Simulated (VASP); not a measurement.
The system is Si.

```xyz
7
Lattice="3.4769 0.0000 0.0000 -1.7385 3.0111 0.0000 0.0000 0.0000 13.3861" Properties=species:S:1:pos:R:3 pbc="T T T"
Si    0.0000    2.0074    7.6492
Si    1.7385    1.0037    9.5615
Si    0.0000    2.0074   11.4738
Si    0.0000    0.0000    0.0000
Si    1.7385    1.0037    1.9123
Si    0.0000    2.0074    3.8246
Si    1.7385    1.0037    5.7369
```

The cell was built from a structure type or drawn by symmetry, and may not be a known phase.

| Quantity | Value |
| --- | --- |
| Program | VASP 6.6.1 |
| Task | relaxation of cell and atoms |
| Functional | PBE |
| Potentials or basis | VASP PAW PBE potentials, release 64 (Si) |
| Cutoff | 600 eV |
| k mesh | 6 × 6 × 2 |
| Occupations | gaussian, width 0.1 eV |
| Spin | no spin polarisation |

At the start: pressure -13.3 GPa; volume 20.02 Å³/atom.

**Question.** Where does the relaxation end?

**Answer.** Over 16 steps the energy falls by 294.5 meV/atom and the volume is 16.31 Å³/atom (-18.5 %); space group P-3m1 (No. 164, to 0.1 Å) before and after.

The path:
```csv
step,energy change (eV),largest force (eV/Å),pressure (GPa),volume (Å³)
1,0.0000,0.1357,-13.28,140.14
2,-1.9545,0.1442,2.22,108.84
3,-1.9606,0.1387,0.81,110.19
4,-1.9599,0.1412,1.37,109.63
5,-1.9903,0.0713,1.26,110.59
6,-2.0187,0.1208,0.74,112.24
7,-2.0185,0.1425,-0.59,115.32
8,-2.0409,0.1815,0.07,113.92
9,-2.0363,0.1653,0.40,113.14
10,-2.0414,0.1821,0.14,113.75
11,-2.0520,0.1292,-0.33,114.48
12,-2.0540,0.0917,-0.63,114.98
13,-2.0593,0.0491,0.51,113.68
14,-2.0596,0.0323,0.31,113.91
15,-2.0608,0.0347,-0.14,114.30
16,-2.0613,0.0331,0.01,114.17
```

Final structure:
```yaml
crystal:
  lattice:
    - [3.43741, 0.00000, 0.00000]
    - [-1.71870, 2.97688, 0.00000]
    - [0.00000, 0.00000, 11.15715]
  atoms:
    - { symbol: Si, position: [0.33333, 0.66667, 0.57642] }
    - { symbol: Si, position: [0.66667, 0.33333, 0.71440] }
    - { symbol: Si, position: [0.33333, 0.66667, 0.86077] }
    - { symbol: Si, position: [0.00000, 0.00000, 0.00000] }
    - { symbol: Si, position: [0.66667, 0.33333, 0.13923] }
    - { symbol: Si, position: [0.33333, 0.66667, 0.28560] }
    - { symbol: Si, position: [0.66667, 0.33333, 0.42357] }
```

Caveat: the volume moved by over 15 % at a fixed basis, so the end points are rough.
